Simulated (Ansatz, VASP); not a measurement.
Two plane-wave programs on TiC

Contents of INCAR:

```
PREC     = Accurate       # precision mode
ENCUT    = 520            # plane-wave cutoff, eV
EDIFF    = 1E-7           # SCF threshold, eV
ISMEAR   = 0              # smearing method
SIGMA    = 0.15           # smearing width, eV
LREAL    = False          # projectors in reciprocal space
LASPH    = True           # aspherical terms in the spheres
NELM     = 100            # most SCF steps
ALGO     = Normal         # electronic algorithm
ISIF     = 2              # what is computed and relaxed
LWAVE    = False          # write WAVECAR
LCHARG   = False          # write CHGCAR
GGA      = PE             # functional
NBANDS   = 15             # bands
```

Contents of KPOINTS:

```
regular mesh
0
Gamma
  24 24 24
```

POSCAR

```
TiC
1.0
    0.0000000000      2.2747846019      2.2747846019
    2.2747846019      0.0000000000      2.2747846019
    2.2747846019      2.2747846019      0.0000000000
Ti C
1 1
Direct
    0.0000000000      0.0000000000      0.0000000000
    0.5000000000      0.5000000000      0.5000000000
```

Input for Ansatz:

```yaml
crystal:
  lattice:
    - [0.0, 2.2747846019, 2.2747846019]
    - [2.2747846019, 0.0, 2.2747846019]
    - [2.2747846019, 2.2747846019, 0.0]
  atoms:
    - { symbol: Ti, position: [0.0, 0.0, 0.0] }
    - { symbol: C, position: [0.5, 0.5, 0.5] }
basis:
  ecutwfc: 420
kpoints:
  mp_grid: { grid: [24, 24, 24] }
hamiltonian:
  xc: pbe
scf:
  occupations: { method: gaussian, width: 0.15 }
output:
  forces: true
  stress: true
  eigenvalues: true
```

Change from the starting cell: strain +0.050 along x and y, +0.050 along z, atoms carried along.

Alike in both runs: task single point; functional PBE; k mesh 24 × 24 × 24; occupations gaussian, width 0.15 eV; no spin polarisation.

|  | VASP | Ansatz |
| --- | --- | --- |
| version | VASP 6.6.1 | Ansatz 0.2.0 |
| potentials or method | VASP PAW PBE potentials, release 64 (Ti_sv, C), cutoff 520 eV | scalar-relativistic, plane waves, PAW |
| valence electrons in the cell | 16 | 16 |

VASP gave:

```
gap on the k mesh at the Fermi level (eV) : none
pressure (GPa)                            : -27.0
```

What did Ansatz give for the same quantities?

gap on the k mesh at the Fermi level (eV): none; pressure (GPa): -27.2.

A gap of «none» marks a metal or a gap that the smearing closes.
